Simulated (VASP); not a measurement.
# Zr4B (Im-3m) in VASP: notebook

The runs below take Zr4B through single point, relaxation of cell and atoms, with PBE.

Program: VASP 6.6.1. These are calculated values, not measurements. Logs are shortened: lines on timing, memory, paths and dates and some standing lists are left out, and cuts for length are marked.

## Step 1: The cell of the first run

The structure is cubic, space group Im-3m (No. 229). Conventional cell: a = 5.666 Å, b = 5.666 Å, c = 5.666 Å, α = 90.00°, β = 90.00°, γ = 90.00°. Zr (site symmetry -3m) has 2 B at 2.45 Å and 6 Zr at 2.83 Å within 3.2 Å. Within 3.2 Å of B (site symmetry m-3m) lie 8 Zr at 2.45 Å.

## Step 2: Single point, PBE

File INCAR:

```
PREC = Accurate
ENCUT = 520
EDIFF = 1E-7
ISMEAR = 0
SIGMA = 0.1
LREAL = False
LASPH = True
NELM = 60
ALGO = Normal
ISIF = 2
LWAVE = False
LCHARG = False
GGA = PE
NBANDS = 34
```

File KPOINTS:

```
Automatic mesh
0
Gamma
  4 4 4
```

File POSCAR:

```
Zr4B
1.0
   -2.8328521400      2.8328521400      2.8328521400
    2.8328521400     -2.8328521400      2.8328521400
    2.8328521400      2.8328521400     -2.8328521400
Zr B
4 1
Direct
    0.5000000000      0.5000000000      0.5000000000
    0.0000000000      0.0000000000      0.5000000000
    0.0000000000      0.5000000000      0.0000000000
    0.5000000000      0.0000000000      0.0000000000
    0.0000000000      0.0000000000      0.0000000000
```

Potentials or basis: VASP PAW PBE potentials, release 64 (Zr_sv, B).

Run with:

```sh
$ cat potpaw_PBE.64/Zr_sv/POTCAR potpaw_PBE.64/B/POTCAR > POTCAR
$ mpirun -np 1 vasp_std > vasp.out
```

OUTCAR:

```text
PREC = Accurate
   ENCUT = 520
   EDIFF = 1E-7
   ISMEAR = 0
   LREAL = False
   LASPH = True
   NELM = 60
   ISIF = 2
   GGA = PE

 ion  position               nearest neighbor table
   1  0.500  0.500  0.500-   5 2.45   5 2.45   4 2.83   2 2.83   4 2.83   3 2.83   2 2.83   3 2.83

   2  0.000  0.000  0.500-   5 2.45   5 2.45   4 2.83   1 2.83   3 2.83   3 2.83   4 2.83   1 2.83

   3  0.000  0.500  0.000-   5 2.45   5 2.45   4 2.83   1 2.83   2 2.83   2 2.83   1 2.83   4 2.83

   4  0.500  0.000  0.000-   5 2.45   5 2.45   3 2.83   1 2.83   1 2.83   2 2.83   2 2.83   3 2.83

   5  0.000  0.000  0.000-   1 2.45   2 2.45   3 2.45   4 2.45   2 2.45   3 2.45   4 2.45   1 2.45

  LATTYP: Found a body centered cubic cell.
 ALAT       =     5.6657042800

  Lattice vectors:

 A1 = (  -2.8328521400,   2.8328521400,   2.8328521400)
 A2 = (   2.8328521400,  -2.8328521400,   2.8328521400)
 A3 = (   2.8328521400,   2.8328521400,  -2.8328521400)

Analysis of symmetry for initial positions (statically):
=====================================================================
 Subroutine PRICEL returns:
 Original cell was already a primitive cell.

 Routine SETGRP: Setting up the symmetry group for a
 body centered cubic supercell.

 Subroutine GETGRP returns: Found 48 space group operations
 (whereof 48 operations were pure point group operations)
 out of a pool of 48 trial point group operations.

The static configuration has the point symmetry O_h .

Analysis of symmetry for dynamics (positions and initial velocities):
=====================================================================
 Subroutine PRICEL returns:
 Original cell was already a primitive cell.

 Routine SETGRP: Setting up the symmetry group for a
 body centered cubic supercell.

 Subroutine GETGRP returns: Found 48 space group operations
 (whereof 48 operations were pure point group operations)
 out of a pool of 48 trial point group operations.

The dynamic configuration has the point symmetry O_h .

 Subroutine INISYM returns: Found 48 space group operations
 (whereof 48 operations are pure point group operations),
 and found     1 'primitive' translations

----------------------------------------------------------------------------------------

                                     Primitive cell

  volume of cell :      90.9351

  direct lattice vectors                    reciprocal lattice vectors
    -2.832852140  2.832852140  2.832852140     0.000000000  0.176500564  0.176500564
[... 76 lines left out ...]
   LREAL  =      F    real-space projection
   EDIFFG = 0.1E-05   stopping-criterion for IOM
   NSW    =      0    number of steps for IOM
   IBRION =     -1    ionic relax: 0-MD 1-quasi-New 2-CG
   NFREE  =      0    steps in history (QN), initial steepest desc. (CG)
   ISIF   =      2    stress and relaxation
   ISYM   =      2    0-nonsym 1-usesym 2-fastsym
   POTIM  = 0.5000    time-step for ionic-motion
   TEBEG  =    0.0;   TEEND  =   0.0 temperature during run
   PSTRESS=    0.0 pullay stress
   NELECT =      51.0000    total number of electrons
   NUPDOWN=      -1.0000    fix difference up-down
   EMIN   =  10.00;   EMAX   =-10.00  energy-range for DOS
   EFERMI =   0.00;   METHOD = LEGACY
   ISMEAR =     0;   SIGMA  =   0.10  broadening in eV -4-tet -1-fermi 0-gaus
   EFERMI_NEDOS =   21; number of points for ismear=-14 and -15
   IALGO  =     38    algorithm
   IMIX   =      4    mixing-type and parameters
     AMIX     =   0.40;   BMIX     =  1.00
     AMIX_MAG =   1.60;   BMIX_MAG =  1.00
  volume/ion in A,a.u.               =      18.19       122.73
  Fermi-wavevector in a.u.,A,eV,Ry     =   1.350064  2.551251 24.798965  1.822672
  Thomas-Fermi vector in A             =   2.477599
   LORBIT       =      0    0 simple, 1 ext, 2 COOP (PROOUT), +10 PAW based schemes
   GGA     = PE    functional components
   LHFCALC =     F    Hartree Fock is set to
   AEXX    =    0.0000 exact exchange contribution
   IVDW    =     0    specifies the selected vdW correction
   LEPSILON=     F    determine dielectric tensor
   LRPA    =     F    only Hartree local field effects (RPA)
 non-spin polarized calculation
 Gauss-broadening in eV      SIGMA  =   0.10
  energy-cutoff  :      520.00
  volume of cell :       90.94
 maximum number of plane-waves:      2491
   NGX = 19   NGY = 19   NGZ = 19

 number of electron      51.0000001 magnetization

 Free energy of the ion-electron system (eV)
  ---------------------------------------------------
  ext. energy  EPLUGINS =         0.00000000
  ---------------------------------------------------
  free energy    TOTEN  =       -38.74349740 eV

  energy without entropy =      -38.68794986  energy(sigma->0) =      -38.71572363

 E-fermi :   9.4422     XC(G=0): -11.5122

 val. band max:        9.4312581631   @ k =   0.5000   0.0000   0.0000
 cond. band min:       9.4861866672   @ k =   0.5000   0.5000   0.2500
 fundamental gap:      0.0549285041
 Fermi energy:         9.4422495938

 k-point     1 :       0.0000    0.0000    0.0000
  band No.  band energies     occupation
      1     -38.8913      2.00000
      2     -38.5054      2.00000
      3     -38.5054      2.00000
      4     -38.5054      2.00000
      5     -17.5109      2.00000
      6     -17.5109      2.00000
[... 285 lines left out ...]
     33      12.2806      0.00000
     34      12.2806      0.00000

------------------------ aborting loop because EDIFF is reached ----------------------------------------

  FORCE on cell =-STRESS in cart. coord.  units (eV):
  Direction    XX          YY          ZZ          XY          YZ          ZX
  --------------------------------------------------------------------------------------
  -------------------------------------------------------------------------------------
  Total        8.4115455      8.4115455      8.4115455      0.0000000      0.0000000     -0.0000000
  in kB      148.2022058    148.2022058    148.2022058      0.0000000      0.0000000     -0.0000000
  external PRESSURE =     148.2022058 kB  Pullay stress =       0.0000000 kB

 VOLUME and BASIS-vectors are now :
 -----------------------------------------------------------------------------
  energy-cutoff  :      520.00
  volume of cell :       90.94
      direct lattice vectors                 reciprocal lattice vectors
    -2.832852140  2.832852140  2.832852140     0.000000000  0.176500564  0.176500564
     2.832852140 -2.832852140  2.832852140     0.176500564  0.000000000  0.176500564
     2.832852140  2.832852140 -2.832852140     0.176500564  0.176500564  0.000000000

 POSITION                                       TOTAL-FORCE (eV/Angst)
 -----------------------------------------------------------------------------------
      1.41643      1.41643      1.41643        -0.000000     -0.000000      0.000000
      1.41643      1.41643     -1.41643         0.000000      0.000000      0.000000
      1.41643     -1.41643      1.41643        -0.000000      0.000000      0.000000
     -1.41643      1.41643      1.41643         0.000000     -0.000000     -0.000000
      0.00000      0.00000      0.00000         0.000000     -0.000000     -0.000000
 -----------------------------------------------------------------------------------
    total drift:                               -0.000000     -0.000000      0.000000

  FREE ENERGIE OF THE ION-ELECTRON SYSTEM (eV)
  ---------------------------------------------------
  free  energy   TOTEN  =       -38.7434974000 eV

  energy  without entropy=      -38.6879498619  energy(sigma->0) =      -38.71572363
```

OSZICAR:

```text
N       E                     dE             d eps       ncg     rms          rms(c)
DAV:   1     0.513368336581E+03    0.51337E+03   -0.27350E+04   544   0.150E+03
DAV:   2     0.152699195288E+01   -0.51184E+03   -0.49977E+03   600   0.447E+02
DAV:   3    -0.407557733320E+02   -0.42283E+02   -0.41366E+02   928   0.935E+01
DAV:   4    -0.432786568399E+02   -0.25229E+01   -0.24861E+01   776   0.222E+01
DAV:   5    -0.433543297136E+02   -0.75673E-01   -0.75578E-01   782   0.345E+00    0.303E+01
DAV:   6    -0.387540850487E+02    0.46002E+01   -0.22809E+01   604   0.176E+01    0.125E+01
DAV:   7    -0.386994071074E+02    0.54678E-01   -0.18656E+00   736   0.471E+00    0.651E+00
DAV:   8    -0.387389130933E+02   -0.39506E-01   -0.16305E-01   644   0.198E+00    0.160E+00
DAV:   9    -0.387436142634E+02   -0.47012E-02   -0.35003E-02   698   0.903E-01    0.342E-01
DAV:  10    -0.387435317313E+02    0.82532E-04   -0.49042E-03   650   0.403E-01    0.718E-02
DAV:  11    -0.387435078235E+02    0.23908E-04   -0.33871E-04   756   0.104E-01    0.266E-02
DAV:  12    -0.387434999194E+02    0.79041E-05   -0.23729E-05   706   0.212E-02    0.844E-03
DAV:  13    -0.387434974917E+02    0.24276E-05   -0.26063E-06   776   0.105E-02    0.108E-03
DAV:  14    -0.387434974000E+02    0.91731E-07   -0.86527E-08   444   0.169E-03
   1 F= -.38743497E+02 E0= -.38715724E+02  d E =-.555475E-01
```

Run time: 12 s. Hardware: 1 thread of Intel Xeon 6975P-C (Granite Rapids), shared host; peak memory 0.2 GiB.

Results:

```yaml
Free_energy: -38.7435 eV
Pressure: 14.8 GPa
```

Caveat: the k points lie up to 0.39 Å⁻¹ apart.

## Step 3: Single point, PBE

This run uses another cell than the first one, of 20.60 Å³/atom, 1.133 times its volume.

File INCAR:

```
PREC     = Accurate       # precision mode
ENCUT    = 520            # plane-wave cutoff, eV
EDIFF    = 1E-6           # SCF threshold, eV
ISMEAR   = 0              # smearing method
SIGMA    = 0.1            # smearing width, eV
LREAL    = F              # projectors in reciprocal space
LASPH    = T              # aspherical terms in the spheres
NELM     = 60             # most SCF steps
ALGO     = Normal         # electronic algorithm
ISIF     = 2              # what is computed and relaxed
LWAVE    = F              # write WAVECAR
LCHARG   = F              # write CHGCAR
GGA      = PE             # functional
NBANDS   = 34             # bands
```

KPOINTS is that of step 2.

POSCAR: that of step 2 with these lines changed.

```diff
@@ -2,5 +2,5 @@
 1.0
-   -2.8328521400      2.8328521400      2.8328521400
-    2.8328521400     -2.8328521400      2.8328521400
-    2.8328521400      2.8328521400     -2.8328521400
+   -2.9530985346      2.9530985346      2.9530985346
+    2.9530985346     -2.9530985346      2.9530985346
+    2.9530985346      2.9530985346     -2.9530985346
 Zr B
```

Potentials or basis: VASP PAW PBE potentials, release 64 (Zr_sv, B).

Run with:

```sh
$ cat potpaw_PBE.64/Zr_sv/POTCAR potpaw_PBE.64/B/POTCAR > POTCAR
$ mpirun -np 1 vasp_std > vasp.out
```

Wall time 16 s (1 thread of Intel Xeon 6975P-C (Granite Rapids), shared host); peak memory 0.24 GiB.

It converged, with:

```
Free energy : -39.2524 eV
Pressure    : -0.2 GPa
```

Levels at points of the mesh, in eV from the Fermi level:
| k point | band 23 | band 24 | band 25 | band 26 | band 27 | band 28 |
| --- | --- | --- | --- | --- | --- | --- |
| (0.00, 0.00, 0.00) | -0.30 | -0.30 | -0.30 | 0.25 | 0.25 | 0.25 |
| (0.50, 0.00, 0.00) | -0.77 | -0.41 | -0.01 | 0.16 | 0.61 | 0.77 |
| (0.50, 0.50, 0.50) | -1.53 | -0.67 | -0.67 | -0.67 | 0.39 | 0.39 |

Caveat: the k points lie up to 0.38 Å⁻¹ apart.

## Step 4: Relaxation of cell and atoms, PBE

File INCAR:

```
SYSTEM = Zr4B
ALGO     = Fast           ! electronic algorithm
EDIFF    = 1E-7           ! SCF threshold, eV
EDIFFG   = -0.04          ! ionic threshold
ENCUT    = 600            ! plane-wave cutoff, eV
GGA      = PE             ! functional
IBRION   = 2              ! ionic algorithm
ISIF     = 3              ! what is computed and relaxed
ISMEAR   = 0              ! smearing method
LASPH    = .TRUE.         ! aspherical terms in the spheres
LCHARG   = .FALSE.        ! write CHGCAR
LREAL    = .FALSE.        ! projectors in reciprocal space
LWAVE    = .FALSE.        ! write WAVECAR
NELM     = 80             ! most SCF steps
NSW      = 90             ! ionic steps
PREC     = Accurate       ! precision mode
SIGMA    = 0.1            ! smearing width, eV
```

File KPOINTS:

```
k-points
0
G
  4 4 4
  0 0 0
```

POSCAR: that of step 3 with these lines changed.

```diff
@@ -2,5 +2,5 @@
 1.0
-   -2.9530985346      2.9530985346      2.9530985346
-    2.9530985346     -2.9530985346      2.9530985346
-    2.9530985346      2.9530985346     -2.9530985346
+   -2.8328521400      2.8328521400      2.8328521400
+    2.8328521400     -2.8328521400      2.8328521400
+    2.8328521400      2.8328521400     -2.8328521400
 Zr B
```

Run with:

```sh
$ cat potpaw_PBE.64/Zr_sv/POTCAR potpaw_PBE.64/B/POTCAR > POTCAR
$ mpirun -np 1 vasp_std > vasp.out
```

Wall time 90 s (1 thread of Intel Xeon 6975P-C (Granite Rapids), shared host); peak memory 0.25 GiB.

Results (log left out):

* Free energy: -39.2469 eV
* Relaxed volume: 20.60 Å³/atom
* Relaxed cell: a = 5.114 Å, b = 5.114 Å, c = 5.114 Å, α = 109.47°, β = 109.47°, γ = 109.47°
* Space group after relaxing (to 0.05 Å): Im-3m (No. 229)
* Energy gained by relaxing: 100.4 meV/atom
* Ionic steps: 3
* Pressure after relaxing: -0.2 GPa

Step by step:
```
step  energy change (eV)  largest force (eV/Å)  pressure (GPa)  volume (Å³)
   1              0.0000                0.0000           14.82        90.94
   2             -0.1365                0.0000           -8.81       114.93
   3             -0.5020                0.0000           -0.18       102.98
```

Final structure:
```
Zr B
1.0
    -2.95280    2.95280    2.95280
     2.95280   -2.95280    2.95280
     2.95280    2.95280   -2.95280
Zr B
4 1
Cartesian
  1.4764 1.4764 1.4764
  1.4764 1.4764 -1.4764
  1.4764 -1.4764 1.4764
  -1.4764 1.4764 1.4764
  0.0000 0.0000 0.0000
```

Levels at points of the mesh, in eV from the Fermi level:
```
           k point  band 23  band 24  band 25  band 26  band 27  band 28
(0.00, 0.00, 0.00)    -0.30    -0.30    -0.30     0.25     0.25     0.25
(0.50, 0.00, 0.00)    -0.77    -0.41    -0.01     0.16     0.67     0.78
(0.50, 0.50, 0.50)    -1.53    -0.67    -0.67    -0.67     0.39     0.39
```

Caveat: the k points lie up to 0.38 Å⁻¹ apart in the final cell.

[end of part 1 of 2]
